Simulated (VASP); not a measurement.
# BN (P6_3/mmc) in VASP: single point with PBEsol

Aim: the single point of BN with PBEsol.

Program: VASP 6.6.1. These are calculated values, not measurements. Logs are shortened: lines on timing, memory, paths and dates and some standing lists are left out, and cuts for length are marked.

## Step 1: The cell of the first run

It takes space group P6_3/mmc (No. 194, hexagonal). The conventional cell has a = 2.504 Å, b = 2.504 Å, c = 7.019 Å, α = 90.00°, β = 90.00°, γ = 120.00°. Within 1.9 Å of B (site symmetry -6m2) lie 3 N at 1.45 Å. Within 1.9 Å of N (site symmetry -6m2) lie 3 B at 1.45 Å.

## Step 2: Single point, PBEsol

The input, INCAR:

```
ALGO = Normal
EDIFF = 1E-6
ENCUT = 520
GGA = PS
ISIF = 2
ISMEAR = 0
LASPH = T
LCHARG = T
LELF = T
LREAL = F
LVHAR = T
LWAVE = F
NBANDS = 26
NELM = 100
PREC = Accurate
SIGMA = 0.05
```

The input, KPOINTS:

```
k-points
0
Gamma
  10 10 10
```

The input, POSCAR:

```
BN
1.0
   -2.5043488586      0.0000000000      0.0000000000
   -0.0000000001      4.3376594630      0.0000000000
    1.2521744293     -2.1688297315     -7.0190965611
B N
4 4
Direct
    0.8750000000      0.2083333333      0.7500000000
    0.3750000000      0.7083333333      0.7500000000
    0.1250000000      0.7916666667      0.2500000000
    0.6250000000      0.2916666667      0.2500000000
    0.6250000000      0.9583333333      0.2500000000
    0.1250000000      0.4583333333      0.2500000000
    0.3750000000      0.0416666667      0.7500000000
    0.8750000000      0.5416666667      0.7500000000
```

Potentials or basis: VASP PAW PBE potentials, release 64 (B, N).

On the command line:

```
> cat potpaw_PBE.64/B/POTCAR potpaw_PBE.64/N/POTCAR > POTCAR
> mpirun -np 1 vasp_std > vasp.out
```

OUTCAR:

```text
EDIFF = 1E-6
   ENCUT = 520
   GGA = PS
   ISIF = 2
   ISMEAR = 0
   LASPH = T
   LREAL = F
   NELM = 100
   PREC = Accurate

 ion  position               nearest neighbor table
   1  0.875  0.208  0.750-   7 1.45   7 1.45   8 1.45
   2  0.375  0.708  0.750-   8 1.45   8 1.45   7 1.45
   3  0.125  0.792  0.250-   5 1.45   5 1.45   6 1.45
   4  0.625  0.292  0.250-   6 1.45   6 1.45   5 1.45
   5  0.625  0.958  0.250-   3 1.45   3 1.45   4 1.45
   6  0.125  0.458  0.250-   4 1.45   4 1.45   3 1.45
   7  0.375  0.042  0.750-   1 1.45   1 1.45   2 1.45
   8  0.875  0.542  0.750-   2 1.45   2 1.45   1 1.45

  LATTYP: Found a body centered orthorhombic cell.
 ALAT       =     2.5043488586
 B/A-ratio  =     1.7320508076
 C/A-ratio  =     5.6055261926

  Lattice vectors:

 A1 = (  -1.2521744293,   2.1688297315,   7.0190965611)
 A2 = (   1.2521744294,  -2.1688297315,   7.0190965611)
 A3 = (   1.2521744292,   2.1688297315,  -7.0190965611)

Analysis of symmetry for initial positions (statically):
=====================================================================
 Subroutine PRICEL returns following result:

  LATTYP: Found a hexagonal cell.
 ALAT       =     2.5043488586
 C/A-ratio  =     2.8027630963

  Lattice vectors:

 A1 = (   2.5043488586,   0.0000000000,   0.0000000000)
 A2 = (  -1.2521744292,  -2.1688297315,   0.0000000000)
 A3 = (  -0.0000000001,   0.0000000000,  -7.0190965611)

   2 primitive cells build up your supercell.

 Routine SETGRP: Setting up the symmetry group for a
 body centered orthorhombic supercell.

 Subroutine GETGRP returns: Found  8 space group operations
 (whereof  4 operations were pure point group operations)
 out of a pool of  8 trial point group operations.

The static configuration has the point symmetry C_2h.
 The point group associated with its full space group is D_2h.

Analysis of symmetry for dynamics (positions and initial velocities):
=====================================================================
 Subroutine PRICEL returns following result:

  LATTYP: Found a hexagonal cell.
 ALAT       =     2.5043488586
 C/A-ratio  =     2.8027630963

  Lattice vectors:

 A1 = (   2.5043488586,   0.0000000000,   0.0000000000)
 A2 = (  -1.2521744292,  -2.1688297315,   0.0000000000)
 A3 = (  -0.0000000001,   0.0000000000,  -7.0190965611)

   2 primitive cells build up your supercell.

 Routine SETGRP: Setting up the symmetry group for a
 body centered orthorhombic supercell.

 Subroutine GETGRP returns: Found  8 space group operations
 (whereof  4 operations were pure point group operations)
 out of a pool of  8 trial point group operations.

The dynamic configuration has the point symmetry C_2h.
 The point group associated with its full space group is D_2h.

 Subroutine INISYM returns: Found  8 space group operations
 (whereof  4 operations are pure point group operations),
 and found     2 'primitive' translations

----------------------------------------------------------------------------------------

                                     Primitive cell

  volume of cell :      38.1243

  direct lattice vectors                    reciprocal lattice vectors
     2.504348859  0.000000000  0.000000000     0.399305391 -0.230539075 -0.000000000
    -1.252174429 -2.168829731  0.000000000     0.000000000 -0.461078150  0.000000000
    -0.000000000  0.000000000 -7.019096561     0.000000000  0.000000000 -0.142468477

  length of vectors
     2.504348859  2.504348859  7.019096561     0.461078150  0.461078150  0.142468477

  position of ions in fractional coordinates (direct lattice)
     0.666666667  0.333333333  0.750000000
     0.333333333  0.666666667  0.250000000
     0.666666667  0.333333333  0.250000000
     0.333333333  0.666666667  0.750000000

  ion indices of the primitive-cell ions
   primitive index   ion index
                 1           1
                 2           4
                 3           5
                 4           8

----------------------------------------------------------------------------------------

 KPOINTS: k-points

Automatic generation of k-mesh.
 Grid dimensions read from file:
 generate k-points for:   10   10   10

 Generating k-lattice:

  Cartesian coordinates                     Fractional coordinates (reciprocal lattice)
    -0.039930539 -0.000000000 -0.007123424     0.100000000  0.000000000 -0.000000000
     0.000000000  0.023053907 -0.007123424     0.000000000  0.100000000  0.000000000
     0.000000000  0.000000000 -0.014246848     0.000000000  0.000000000  0.100000000

  Length of vectors
     0.040560956  0.024129356  0.014246848

  Shift w.r.t. Gamma in fractional coordinates (k-lattice)
     0.000000000  0.000000000  0.000000000

 Subroutine IBZKPT returns following result:
 ===========================================

 Found    171 irreducible k-points:

 Following reciprocal coordinates:
            Coordinates               Weight
  0.000000  0.000000  0.000000      1.000000
  0.100000 -0.000000  0.000000      4.000000
  0.200000 -0.000000  0.000000      4.000000
  0.300000  0.000000  0.000000      4.000000
  0.400000  0.000000 -0.000000      4.000000
  0.500000 -0.000000 -0.000000      2.000000
[... 16 lines left out ...]
 -0.400000  0.200000  0.000000      8.000000
 -0.300000  0.200000 -0.000000      8.000000
 [... further k-points ...]
   k-points           NKPTS =    171   k-points in BZ     NKDIM =    171   number of bands    NBANDS=     26
   number of dos      NEDOS =    301   number of ions     NIONS =      8
   total plane-waves  NPLWV =  35840
   dimension x,y,z NGX =    20 NGY =   32 NGZ =   56
   dimension x,y,z NGXF=    40 NGYF=   64 NGZF=  112
   ions per type =               4   4
   NGX,Y,Z   is equivalent  to a cutoff of  13.28, 12.26, 12.49 a.u.
   NGXF,Y,Z  is equivalent  to a cutoff of  26.55, 24.53, 24.98 a.u.
 SYSTEM =  unknown system
   PREC   = accura    normal or accurate (medium, high low for compatibility)
   ISTART =      0    job   : 0-new  1-cont  2-samecut
   ICHARG =      2    charge: 1-file 2-atom 10-const
   ISPIN  =      1    spin polarized calculation?
   LNONCOLLINEAR =      F non collinear calculations
   LSORBIT =      F    spin-orbit coupling
   LASPH  =      T    aspherical Exc in radial PAW
   ENCUT  =  520.0 eV  38.22 Ry    6.18 a.u.   4.66  8.07 13.86*2*pi/ulx,y,z
   NELM   =    100;   NELMIN=  2; NELMDL= -5     # of ELM steps
   EDIFF  = 0.1E-05   stopping-criterion for ELM
   LREAL  =      F    real-space projection
   EDIFFG = 0.1E-04   stopping-criterion for IOM
   NSW    =      0    number of steps for IOM
   IBRION =     -1    ionic relax: 0-MD 1-quasi-New 2-CG
   NFREE  =      0    steps in history (QN), initial steepest desc. (CG)
   ISIF   =      2    stress and relaxation
   ISYM   =      2    0-nonsym 1-usesym 2-fastsym
   POTIM  = 0.5000    time-step for ionic-motion
   TEBEG  =    0.0;   TEEND  =   0.0 temperature during run
   PSTRESS=    0.0 pullay stress
   NELECT =      32.0000    total number of electrons
   NUPDOWN=      -1.0000    fix difference up-down
   EMIN   =  10.00;   EMAX   =-10.00  energy-range for DOS
   EFERMI =   0.00;   METHOD = LEGACY
   ISMEAR =     0;   SIGMA  =   0.05  broadening in eV -4-tet -1-fermi 0-gaus
   EFERMI_NEDOS =   21; number of points for ismear=-14 and -15
   IALGO  =     38    algorithm
   IMIX   =      4    mixing-type and parameters
     AMIX     =   0.40;   BMIX     =  1.00
     AMIX_MAG =   1.60;   BMIX_MAG =  1.00
  volume/ion in A,a.u.               =       9.53        64.32
  Fermi-wavevector in a.u.,A,eV,Ry     =   1.225691  2.316220 20.440283  1.502318
  Thomas-Fermi vector in A             =   2.360720
   LORBIT       =      0    0 simple, 1 ext, 2 COOP (PROOUT), +10 PAW based schemes
   GGA     = PS    functional components
   LHFCALC =     F    Hartree Fock is set to
   AEXX    =    0.0000 exact exchange contribution
   IVDW    =     0    specifies the selected vdW correction
   LEPSILON=     F    determine dielectric tensor
   LRPA    =     F    only Hartree local field effects (RPA)
 non-spin polarized calculation
 Gauss-broadening in eV      SIGMA  =   0.05
  energy-cutoff  :      520.00
  volume of cell :       76.25
 maximum number of plane-waves:      2090
   NGX =  9   NGY = 17   NGZ = 27

 number of electron      32.0000002 magnetization

 Free energy of the ion-electron system (eV)
  ---------------------------------------------------
  ext. energy  EPLUGINS =         0.00000000
  ---------------------------------------------------
  free energy    TOTEN  =       -73.14174870 eV

  energy without entropy =      -73.14174870  energy(sigma->0) =      -73.14174870

 E-fermi :   2.0014     XC(G=0):  -9.9266

 val. band max:        1.7747004319   @ k =   0.3000   0.0000   0.3000
 cond. band min:       6.0159650299   @ k =   0.5000   0.5000   0.0000
 fundamental gap:      4.2412645980
 Fermi energy:         2.0014259449

 k-point     1 :       0.0000    0.0000    0.0000
  band No.  band energies     occupation
      1     -15.9526      2.00000
      2     -15.7561      2.00000
      3     -12.7407      2.00000
      4     -12.7407      2.00000
      5      -7.1341      2.00000
      6      -7.1341      2.00000
[... 18 lines left out ...]
     25      13.3570      0.00000
     26      13.3584      0.00000

 k-point     2 :       0.1000   -0.0000    0.0000
  band No.  band energies     occupation
      1     -15.8049      2.00000
      2     -15.6144      2.00000
      3     -12.6488      2.00000
      4     -12.6421      2.00000
      5      -7.0230      2.00000
      6      -7.0158      2.00000
[... 18 lines left out ...]
     25      13.7355      0.00000
     26      13.9602      0.00000

 k-point     3 :       0.2000   -0.0000    0.0000
  band No.  band energies     occupation
      1     -15.3702      2.00000
      2     -15.1969      2.00000
      3     -12.4077      2.00000
      4     -12.3969      2.00000
      5      -6.6952      2.00000
      6      -6.6775      2.00000
[... 18 lines left out ...]
     25      14.1291      0.00000
     26      14.2015      0.00000

 k-point     4 :       0.3000    0.0000    0.0000
  band No.  band energies     occupation
      1     -14.6788      2.00000
      2     -14.5329      2.00000
      3     -12.1737      2.00000
      4     -12.1678      2.00000
      5      -6.2644      2.00000
      6      -6.2218      2.00000
[... 18 lines left out ...]
     25      14.2339      0.00000
     26      14.3778      0.00000

 k-point     5 :       0.4000    0.0000   -0.0000
  band No.  band energies     occupation
      1     -13.8015      2.00000
      2     -13.6920      2.00000
      3     -12.2717      2.00000
      4     -12.2513      2.00000
      5      -6.2732      2.00000
      6      -6.2293      2.00000
[... 18 lines left out ...]
     25      14.5054      0.00000
     26      14.8825      0.00000

 k-point     6 :       0.5000   -0.0000   -0.0000
  band No.  band energies     occupation
      1     -12.8978      2.00000
      2     -12.8978      2.00000
      3     -12.8325      2.00000
      4     -12.8325      2.00000
      5      -5.8512      2.00000
      6      -5.8512      2.00000
[... 427 lines left out ...]
 k-point    21 :       0.4000    0.2000   -0.0000
  band No.  band energies     occupation
      1     -13.6523      2.00000
      2     -13.5772      2.00000
      3     -12.4166      2.00000
      4     -12.3882      2.00000
      5      -6.7084      2.00000
      6      -6.6620      2.00000
[... 18 lines left out ...]
     25      13.7810      0.00000
     26      14.3534      0.00000

 k-point    22 :       0.5000    0.2000   -0.0000
  band No.  band energies     occupation
      1     -12.8595      2.00000
      2     -12.8421      2.00000
      3     -12.8056      2.00000
      4     -12.7878      2.00000
      5      -6.4597      2.00000
      6      -6.4502      2.00000
[... 18 lines left out ...]
     25      14.3560      0.00000
     26      14.3721      0.00000

 k-point    23 :      -0.4000    0.2000    0.0000
  band No.  band energies     occupation
      1     -13.6750      2.00000
      2     -13.5534      2.00000
      3     -12.4077      2.00000
      4     -12.3969      2.00000
      5      -6.6952      2.00000
      6      -6.6775      2.00000
[... 18 lines left out ...]
     25      14.0094      0.00000
     26      14.2322      0.00000

 k-point    24 :      -0.3000    0.2000   -0.0000
  band No.  band energies     occupation
      1     -14.5146      2.00000
      2     -14.3582      2.00000
      3     -12.5135      2.00000
      4     -12.5036      2.00000
      5      -6.2095      2.00000
      6      -6.2016      2.00000
[... 18 lines left out ...]
     25      13.6958      0.00000
     26      15.0222      0.00000

 [... further k-points ...]

------------------------ aborting loop because EDIFF is reached ----------------------------------------

  FORCE on cell =-STRESS in cart. coord.  units (eV):
  Direction    XX          YY          ZZ          XY          YZ          ZX
  --------------------------------------------------------------------------------------
  -------------------------------------------------------------------------------------
  Total        0.2321638      0.2313210     -0.0473770     -0.0000000     -0.0000000     -0.0000000
  in kB        4.8783572      4.8606484     -0.9955129     -0.0000000     -0.0000000     -0.0000000
  external PRESSURE =       2.9144976 kB  Pullay stress =       0.0000000 kB

 VOLUME and BASIS-vectors are now :
 -----------------------------------------------------------------------------
  energy-cutoff  :      520.00
  volume of cell :       76.25
      direct lattice vectors                 reciprocal lattice vectors
    -2.504348859  0.000000000  0.000000000    -0.399305391 -0.000000000 -0.071234239
    -0.000000000  4.337659463  0.000000000     0.000000000  0.230539075 -0.071234239
     1.252174429 -2.168829731 -7.019096561     0.000000000  0.000000000 -0.142468477

 POSITION                                       TOTAL-FORCE (eV/Angst)
 -----------------------------------------------------------------------------------
     -1.25217     -0.72294     -5.26432        -0.000000      0.000020     -0.000000
     -0.00000      1.44589     -5.26432        -0.000000      0.000020     -0.000000
     -0.00000      2.89177     -1.75477         0.000000     -0.000020     -0.000000
     -1.25217      0.72294     -1.75477         0.000000     -0.000020     -0.000000
     -1.25217      3.61472     -1.75477         0.000000     -0.000034     -0.000000
     -0.00000      1.44589     -1.75477         0.000000     -0.000034      0.000000
     -0.00000     -1.44589     -5.26432        -0.000000      0.000034      0.000000
     -1.25217      0.72294     -5.26432        -0.000000      0.000034     -0.000000
 -----------------------------------------------------------------------------------
    total drift:                               -0.000000      0.000000      0.000000

  FREE ENERGIE OF THE ION-ELECTRON SYSTEM (eV)
  ---------------------------------------------------
  free  energy   TOTEN  =       -73.1417486995 eV

  energy  without entropy=      -73.1417486995  energy(sigma->0) =      -73.14174870
```

Wall time 4.1 min (1 thread of Intel Xeon 6975P-C, shared host); peak memory 0.36 GiB.

Results:

| Quantity | Value |
| --- | --- |
| Free energy | -73.1417 eV |
| Pressure | 0.3 GPa |
| Band gap on the k mesh | 4.24 eV |

Caveat: the PAW data sets were made with another functional, which shifts forces and pressure a little; this functional lacks dispersion, which binds the layers, so the pressure and a relaxed spacing across them are unreliable.
